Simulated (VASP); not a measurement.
Write the native input for VASP 6.6.1 that does the following.

```yaml
Task: single point
Functional: RPBE
Potentials_or_basis: VASP PAW PBE potentials, release 64 (Mo_sv)
Cutoff: 520 eV
k_mesh: 11 × 11 × 11
Occupations: fermi-dirac, width 0.1 eV
Spin: no spin polarisation
Dipole_correction: no
Further_INCAR_settings: ALGO = Normal; EDIFF = 1e-06; NBANDS = 21
```

The structure of Mo lies in POSCAR:

```
Mo
1.0
    0.0000000000      2.9747395557      2.9747395557
    2.9747395557      0.0000000000      2.9747395557
    2.9747395557      2.9747395557      0.0000000000
Mo
2
Direct
    0.1250000000      0.1250000000      0.1250000000
    0.8750000000      0.8750000000      0.8750000000
```

This isn't the form of Mo at room conditions, which is bcc.

The input as run:

INCAR

```
ALGO = Normal
EDIFF = 1E-6
ENCUT = 520
GGA = RP
ISIF = 2
ISMEAR = -1
LASPH = T
LCHARG = T
LELF = T
LREAL = F
LVHAR = T
LWAVE = F
NBANDS = 21
NELM = 60
PREC = Accurate
SIGMA = 0.1
```

KPOINTS

```
k-points
0
Gamma
  11 11 11
```

Potentials or basis: VASP PAW PBE potentials, release 64 (Mo_sv).

Run with:

```console
$ cat potpaw_PBE.64/Mo_sv/POTCAR > POTCAR
$ mpirun -np 1 vasp_std > vasp.out
```

It gave:

| Item | Value |
| --- | --- |
| Pressure | -8.9 GPa |
| Band gap on the k mesh | zero (bands 14 and 15 overlap by 0.46 eV) |

Caveat: the cell stands under tension; the PAW data sets were made with another functional, which shifts forces and pressure a little.

Run time: 68 s on 1 thread of Intel Xeon 8259CL, on a shared host, peak memory 0.2 GiB.
